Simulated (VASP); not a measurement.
A run of VASP 6.6.1:

Contents of INCAR:

```
SYSTEM = Ba16O
PREC = Accurate ; ENCUT = 520
EDIFF = 1E-6 ; ISMEAR = 0
SIGMA = 0.1 ; LREAL = Auto
LASPH = .TRUE. ; NELM = 100
ALGO = Normal ; ISIF = 2
LWAVE = .FALSE. ; LCHARG = .FALSE.
GGA = PE ; NBANDS = 97
```

Contents of KPOINTS:

```
Automatic mesh
0
G
  2 2 2
  0 0 0
```

POSCAR

```
Ba16O
1.0
   10.0400000000      0.0000000000      0.0000000000
    0.0000000000     10.0400000000      0.0000000000
    0.0000000000      0.0000000000     10.0400000000
Ba O
16 1
Direct
   -0.0002038845     -0.0030720120     -0.0070475100
    0.4997698207     -0.0038567729     -0.0049938247
   -0.0002002988      0.5027315737     -0.0004637450
   -0.0002369522      0.0046595618      0.5028514940
    0.2464692231      0.2490752988      0.2391639442
    0.4997690239      0.5137137450      0.0124141434
    0.4997937251      0.0187833665      0.5139125498
    0.7530999004      0.2490773904      0.2391346614
   -0.0002348606      0.4953425299      0.4961937251
    0.2440414343      0.7538834661      0.2537384462
    0.2768932271      0.2515059761      0.7492775896
    0.4997956175      0.4827002988      0.5020149402
    0.7555270916      0.7538804781      0.2537064741
    0.7226477092      0.2515109562      0.7493059761
    0.2476058765      0.7429608566      0.7472619522
    0.7519644422      0.7429590637      0.7472884462
    0.4997747012      0.2060227092      0.6721795817
```

Potentials or basis: VASP PAW PBE potentials, release 64 (Ba_sv, O).

The run is started by

```console
$ cat potpaw_PBE.64/Ba_sv/POTCAR potpaw_PBE.64/O/POTCAR > POTCAR
$ mpirun -np 1 vasp_std > vasp.out
```

Hardware: 1 thread of Oxide Virtual Turin-like Processor, on a shared host.

**Question.** How long does it take, and how much memory?

**Answer.** Wall time 32 min on 1 thread of Oxide Virtual Turin-like Processor, on a shared host, peak memory 1.2 GiB. Counts: scf iterations 15, k points 8.
